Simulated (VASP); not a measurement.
# H2Os (P4/mmm) in VASP: single point with PBE

Aim: the single point of H2Os with PBE.

Program: VASP 6.6.1. These are calculated values, not measurements. Logs are shortened: lines on timing, memory, paths and dates and some standing lists are left out, and cuts for length are marked.

## 1. The cell of the first run

It takes space group P4/mmm (No. 123, tetragonal). Conventional cell: a = 2.584 Å, b = 2.584 Å, c = 4.387 Å, α = 90.00°, β = 90.00°, γ = 90.00°. Within 2.4 Å of H (site symmetry 4mm) lie 1 H at 1.81 Å and 4 Os at 2.04 Å. Within 2.7 Å of Os (site symmetry 4/mmm) lie 8 H at 2.04 Å and 4 Os at 2.58 Å.

## 2. Single point, PBE

Input file POSCAR:

```
H2Os
1.0
    2.5841591260      0.0000000000      0.0000000000
    0.0000000000      2.5841591260      0.0000000000
    0.0000000000      0.0000000000      4.3869275869
H Os
2 1
Direct
    0.5000000000      0.5000000000      0.2065652531
    0.5000000000      0.5000000000      0.7934347469
    0.0000000000      0.0000000000      0.0000000000
```

Input file INCAR.step1:

```
ALGO = Normal ; EDIFF = 1E-7
ENCUT = 520 ; GGA = PE
ISIF = 2 ; ISMEAR = 0
LASPH = True ; LCHARG = True
LMAXMIX = 4 ; LREAL = False
LWAVE = False ; NBANDS = 12
NELM = 100 ; PREC = Accurate
SIGMA = 0.1
```

Input file KPOINTS.step1:

```
k-points
0
Gamma
  18 18 10
```

Input file INCAR.step2:

```
ALGO = Normal ; EDIFF = 1E-7
ENCUT = 520 ; GGA = PE
ICHARG = 11 ; ISIF = 2
ISMEAR = -5 ; LASPH = True
LCHARG = False ; LMAXMIX = 4
LORBIT = 10 ; LREAL = False
LWAVE = False ; NEDOS = 2001
NELM = 100 ; PREC = Accurate
SIGMA = 0.1
```

Input file KPOINTS.step2:

```
k-points
0
Gamma
  27 27 15
```

Potentials or basis: VASP PAW PBE potentials, release 64 (H, Os).

Launch:

```sh
cat potpaw_PBE.64/H/POTCAR potpaw_PBE.64/Os/POTCAR > POTCAR
cp INCAR.step1 INCAR
cp KPOINTS.step1 KPOINTS
mpirun -np 1 vasp_std > vasp.out
cp INCAR.step2 INCAR
cp KPOINTS.step2 KPOINTS
mpirun -np 1 vasp_std > vasp.out
```

OUTCAR:

```text
EDIFF = 1E-7
   ENCUT = 520
   GGA = PE
   ICHARG = 11
   ISIF = 2
   ISMEAR = -5
   LASPH = True
   LORBIT = 10
   LREAL = False
   NELM = 100
   PREC = Accurate

 ion  position               nearest neighbor table
   1  0.500  0.500  0.207-   3 2.04   3 2.04   3 2.04   3 2.04
   2  0.500  0.500  0.793-   3 2.04   3 2.04   3 2.04   3 2.04
   3  0.000  0.000  0.000-   1 2.04   2 2.04   1 2.04   2 2.04   1 2.04   2 2.04   1 2.04   2 2.04

  LATTYP: Found a simple tetragonal cell.
 ALAT       =     2.5841591260
 C/A-ratio  =     1.6976228525

  Lattice vectors:

 A1 = (   2.5841591260,   0.0000000000,   0.0000000000)
 A2 = (   0.0000000000,   2.5841591260,   0.0000000000)
 A3 = (   0.0000000000,   0.0000000000,   4.3869275869)

Analysis of symmetry for initial positions (statically):
=====================================================================
 Subroutine PRICEL returns:
 Original cell was already a primitive cell.

 Routine SETGRP: Setting up the symmetry group for a
 simple tetragonal supercell.

 Subroutine GETGRP returns: Found 16 space group operations
 (whereof 16 operations were pure point group operations)
 out of a pool of 16 trial point group operations.

The static configuration has the point symmetry D_4h.

Analysis of symmetry for dynamics (positions and initial velocities):
=====================================================================
 Subroutine PRICEL returns:
 Original cell was already a primitive cell.

 Routine SETGRP: Setting up the symmetry group for a
 simple tetragonal supercell.

 Subroutine GETGRP returns: Found 16 space group operations
 (whereof 16 operations were pure point group operations)
 out of a pool of 16 trial point group operations.

The dynamic configuration has the point symmetry D_4h.

 Subroutine INISYM returns: Found 16 space group operations
 (whereof 16 operations are pure point group operations),
 and found     1 'primitive' translations

----------------------------------------------------------------------------------------

                                     Primitive cell

  volume of cell :      29.2954

  direct lattice vectors                    reciprocal lattice vectors
     2.584159126  0.000000000  0.000000000     0.386973074  0.000000000  0.000000000
     0.000000000  2.584159126  0.000000000     0.000000000  0.386973074  0.000000000
     0.000000000  0.000000000  4.386927587     0.000000000  0.000000000  0.227949967

  length of vectors
     2.584159126  2.584159126  4.386927587     0.386973074  0.386973074  0.227949967

  position of ions in fractional coordinates (direct lattice)
     0.500000000  0.500000000  0.206565253
     0.500000000  0.500000000  0.793434747
     0.000000000  0.000000000  0.000000000

  ion indices of the primitive-cell ions
   primitive index   ion index
                 1           1
                 2           2
                 3           3

----------------------------------------------------------------------------------------

 KPOINTS: k-points

Automatic generation of k-mesh.
 Grid dimensions read from file:
 generate k-points for:   27   27   15

 Generating k-lattice:

  Cartesian coordinates                     Fractional coordinates (reciprocal lattice)
     0.014332336  0.000000000  0.000000000     0.037037037  0.000000000  0.000000000
     0.000000000  0.014332336  0.000000000     0.000000000  0.037037037  0.000000000
     0.000000000  0.000000000  0.015196664     0.000000000  0.000000000  0.066666667

  Length of vectors
     0.014332336  0.014332336  0.015196664

  Shift w.r.t. Gamma in fractional coordinates (k-lattice)
     0.000000000  0.000000000  0.000000000

 TETIRR: Found  16360 inequivalent tetrahedra from    65610

 Subroutine IBZKPT returns following result:
 ===========================================

 Found    840 irreducible k-points:

 Following reciprocal coordinates:
            Coordinates               Weight
  0.000000  0.000000  0.000000      1.000000
  0.037037  0.000000  0.000000      4.000000
  0.074074  0.000000  0.000000      4.000000
  0.111111  0.000000  0.000000      4.000000
  0.148148  0.000000  0.000000      4.000000
  0.185185  0.000000  0.000000      4.000000
[... 16 lines left out ...]
  0.333333  0.037037  0.000000      8.000000
  0.370370  0.037037  0.000000      8.000000
 [... further k-points ...]
   k-points           NKPTS =    840   k-points in BZ     NKDIM =    840   number of bands    NBANDS=      9
   number of dos      NEDOS =   2001   number of ions     NIONS =      3
   total plane-waves  NPLWV =  14400
   dimension x,y,z NGX =    20 NGY =   20 NGZ =   36
   dimension x,y,z NGXF=    40 NGYF=   40 NGZF=   72
   ions per type =               2   1
   NGX,Y,Z   is equivalent  to a cutoff of  12.87, 12.87, 13.64 a.u.
   NGXF,Y,Z  is equivalent  to a cutoff of  25.73, 25.73, 27.28 a.u.
 SYSTEM =  unknown system
   PREC   = accura    normal or accurate (medium, high low for compatibility)
   ISTART =      0    job   : 0-new  1-cont  2-samecut
   ICHARG =     11    charge: 1-file 2-atom 10-const
   ISPIN  =      1    spin polarized calculation?
   LNONCOLLINEAR =      F non collinear calculations
   LSORBIT =      F    spin-orbit coupling
   LASPH  =      T    aspherical Exc in radial PAW
   ENCUT  =  520.0 eV  38.22 Ry    6.18 a.u.   4.80  4.80  8.16*2*pi/ulx,y,z
   NELM   =    100;   NELMIN=  2; NELMDL=  0     # of ELM steps
   EDIFF  = 0.1E-06   stopping-criterion for ELM
   LREAL  =      F    real-space projection
   EDIFFG = 0.1E-05   stopping-criterion for IOM
   NSW    =      0    number of steps for IOM
   IBRION =     -1    ionic relax: 0-MD 1-quasi-New 2-CG
   NFREE  =      0    steps in history (QN), initial steepest desc. (CG)
   ISIF   =      2    stress and relaxation
   ISYM   =      2    0-nonsym 1-usesym 2-fastsym
   POTIM  = 0.5000    time-step for ionic-motion
   TEBEG  =    0.0;   TEEND  =   0.0 temperature during run
   PSTRESS=    0.0 pullay stress
   NELECT =      10.0000    total number of electrons
   NUPDOWN=      -1.0000    fix difference up-down
   EMIN   =  10.00;   EMAX   =-10.00  energy-range for DOS
   EFERMI =   0.00;   METHOD = LEGACY
   ISMEAR =    -5;   SIGMA  =   0.10  broadening in eV -4-tet -1-fermi 0-gaus
   EFERMI_NEDOS =   21; number of points for ismear=-14 and -15
   IALGO  =     38    algorithm
   IMIX   =      4    mixing-type and parameters
     AMIX     =   0.40;   BMIX     =  1.00
     AMIX_MAG =   1.60;   BMIX_MAG =  1.00
  volume/ion in A,a.u.               =       9.77        65.90
  Fermi-wavevector in a.u.,A,eV,Ry     =   1.144129  2.162091 17.810465  1.309032
  Thomas-Fermi vector in A             =   2.280822
   LORBIT       =     10    0 simple, 1 ext, 2 COOP (PROOUT), +10 PAW based schemes
   GGA     = PE    functional components
   LHFCALC =     F    Hartree Fock is set to
   AEXX    =    0.0000 exact exchange contribution
   IVDW    =     0    specifies the selected vdW correction
   LEPSILON=     F    determine dielectric tensor
   LRPA    =     F    only Hartree local field effects (RPA)
 non-spin polarized calculation
 Fermi weights with tetrahedron method with Bloechl corrections
  energy-cutoff  :      520.00
  volume of cell :       29.30
 maximum number of plane-waves:       809
 NGX is ok and might be reduce to    20

 number of electron      10.0000000 magnetization

 Free energy of the ion-electron system (eV)
  ---------------------------------------------------
  ext. energy  EPLUGINS =         0.00000000
  ---------------------------------------------------
  free energy    TOTEN  =       -15.07785191 eV

  energy without entropy =      -15.07785191  energy(sigma->0) =      -15.07785191

 E-fermi :   3.3900     XC(G=0): -10.5380

 val. band max:        3.4011832948   @ k =   0.2222   0.0741   0.4000
 cond. band min:       3.3154494438   @ k =   0.3333   0.3333   0.3333
 fundamental gap:     -0.0857338510
 Fermi energy:         3.3900067118

 k-point     1 :       0.0000    0.0000    0.0000
  band No.  band energies     occupation
      1      -8.0677      2.00000
      2      -2.1736      2.00000
      3      -0.3449      2.00000
      4      -0.2637      2.00000
      5       3.9200      0.00000
      6       3.9200      0.00000
      7       5.4339      0.00000
      8      10.9767      0.00000
      9      15.0991      0.00000

 k-point     2 :       0.0370    0.0000    0.0000
  band No.  band energies     occupation
      1      -8.0236      2.00000
      2      -2.1387      2.00000
      3      -0.3201      2.00000
      4      -0.3200      2.00000
      5       3.9277      0.00000
      6       3.9752      0.00000
      7       5.3708      0.00000
      8      10.9823      0.00000
      9      14.7220      0.00000

 k-point     3 :       0.0741    0.0000    0.0000
  band No.  band energies     occupation
      1      -7.8927      2.00000
      2      -2.0372      2.00000
      3      -0.4792      2.00000
      4      -0.2447      2.00000
      5       3.9505      0.00000
      6       4.1339      0.00000
      7       5.1900      0.00000
      8      10.9971      0.00000
      9      13.8876      0.00000

 k-point     4 :       0.1111    0.0000    0.0000
  band No.  band energies     occupation
      1      -7.6792      2.00000
      2      -1.8791      2.00000
      3      -0.7181      2.00000
      4      -0.1159      2.00000
      5       3.9875      0.00000
      6       4.3792      0.00000
      7       4.9134      0.00000
      8      11.0111      0.00000
      9      12.9249      0.00000
[... 205 lines left out ...]
 k-point    22 :       0.2963    0.0370    0.0000
  band No.  band energies     occupation
      1      -5.6211      2.00000
      2      -2.2435      2.00000
      3      -0.9883      2.00000
      4       1.2661      2.00000
      5       3.0226      2.03256
      6       4.1484      0.00000
      7       6.5824      0.00000
      8       8.9615      0.00000
      9      11.3853      0.00000

 k-point    23 :       0.3333    0.0370    0.0000
  band No.  band energies     occupation
      1      -5.0919      2.00000
      2      -2.4984      2.00000
      3      -1.0000      2.00000
      4       1.5146      2.00000
      5       2.7514      2.00000
      6       4.2296      0.00000
      7       7.1028      0.00000
      8       8.7432      0.00000
      9      11.3790      0.00000

 k-point    24 :       0.3704    0.0370    0.0000
  band No.  band energies     occupation
      1      -4.5434      2.00000
      2      -2.7119      2.00000
      3      -1.1258      2.00000
      4       1.6793      2.00000
      5       2.5379      2.00000
      6       4.3018      0.00000
      7       7.6614      0.00000
      8       8.7727      0.00000
      9      11.3458      0.00000

 [... further k-points ...]
[... 5 lines left out ...]
  --------------------------------------------------------------------------------------
  -------------------------------------------------------------------------------------
  Total        0.1008046      0.1008046     -0.2162577      0.0000000      0.0000000      0.0000000
  in kB        5.5130484      5.5130484    -11.8272334      0.0000000      0.0000000      0.0000000
  external PRESSURE =      -0.2670455 kB  Pullay stress =       0.0000000 kB

 VOLUME and BASIS-vectors are now :
 -----------------------------------------------------------------------------
  energy-cutoff  :      520.00
  volume of cell :       29.30
      direct lattice vectors                 reciprocal lattice vectors
     2.584159126  0.000000000  0.000000000     0.386973074  0.000000000  0.000000000
     0.000000000  2.584159126  0.000000000     0.000000000  0.386973074  0.000000000
     0.000000000  0.000000000  4.386927587     0.000000000  0.000000000  0.227949967

 POSITION                                       TOTAL-FORCE (eV/Angst)
 -----------------------------------------------------------------------------------
      1.29208      1.29208      0.90619        -0.000000      0.000000      0.027112
      1.29208      1.29208      3.48074         0.000000      0.000000     -0.027112
      0.00000      0.00000      0.00000         0.000000     -0.000000      0.000000
 -----------------------------------------------------------------------------------
    total drift:                                0.000000      0.000000     -0.000000

  FREE ENERGIE OF THE ION-ELECTRON SYSTEM (eV)
  ---------------------------------------------------
  free  energy   TOTEN  =       -15.0778519090 eV

  energy  without entropy=      -15.0778519090  energy(sigma->0) =      -15.07785191

 total charge

# of ion       s       p       d       tot
------------------------------------------
    1        0.450   0.027   0.000   0.477
    2        0.450   0.027   0.000   0.477
    3        0.645   0.559   6.109   7.314
--------------------------------------------------
tot          1.546   0.613   6.109   8.268
```

It took 90 s on 1 thread of Intel Xeon 6975P-C (Granite Rapids), shared host; peak memory 0.39 GiB.

What came out:

```yaml
Valence_electrons_inside_the_program's_atomic_spheres: H 0.48; Os 7.31
```

Levels at points of the mesh, in eV from the Fermi level:
```
           k point  band 2  band 3  band 4  band 5  band 6  band 7  band 8  band 9
(0.00, 0.00, 0.00)   -5.56   -3.73   -3.65    0.53    0.53    2.04    7.59   11.71
```

Caveat: spin-orbit coupling is left out, which moves the levels of the heavy elements; tetrahedron occupations give inexact forces and stress in metals.
